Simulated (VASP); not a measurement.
TiO2 (Rutile):

```xyz
6
Lattice="4.5922 0.0000 0.0000 0.0000 4.5922 0.0000 0.0000 0.0000 2.9574" Properties=species:S:1:pos:R:3 pbc="T T T"
Ti    0.0000    0.0000    0.0000
Ti    2.2961    2.2961    1.4787
O     1.4004    1.4004    0.0000
O     0.8957    3.6965    1.4787
O     3.1918    3.1918    0.0000
O     3.6965    0.8957    1.4787
```

```yaml
Program: VASP 6.6.1
Task: relaxation of cell and atoms
Functional: PBE
Potentials_or_basis: VASP PAW PBE potentials, release 64 (Ti_sv, O)
Cutoff: 600 eV
k_mesh: 4 × 4 × 6
Occupations: gaussian, width 0.01 eV
Spin: no spin polarisation
```

At the start: pressure 5.8 GPa; volume 10.39 Å³/atom.

Question: Where does the relaxation end?

Answer: Over 5 steps the energy falls by 4.9 meV/atom and the volume is 10.66 Å³/atom (+2.5 %); space group P4_2/mnm (No. 136, to 0.05 Å).

Step by step:
| step | energy change (eV) | largest force (eV/Å) | pressure (GPa) | volume (Å³) |
| --- | --- | --- | --- | --- |
| 1 | 0.0000 | 0.1239 | 5.84 | 62.37 |
| 2 | 0.0145 | 0.2348 | -6.49 | 65.85 |
| 3 | -0.0277 | 0.0462 | -0.02 | 63.89 |
| 4 | -0.0277 | 0.0430 | 0.08 | 63.86 |
| 5 | -0.0295 | 0.0151 | 0.09 | 63.94 |

Final structure:
```
Ti O
1.0
     4.63932    0.00000    0.00000
     0.00000    4.63932    0.00000
     0.00000    0.00000    2.97091
Ti O
2 4
Direct
  0.00000 0.00000 0.00000
  0.50000 0.50000 0.50000
  0.30482 0.30482 0.00000
  0.19518 0.80482 0.50000
  0.69518 0.69518 0.00000
  0.80482 0.19518 0.50000
```

Caveat: the relaxation stopped at a loose force limit of 0.05 eV/Å, so its end isn't a converged minimum.
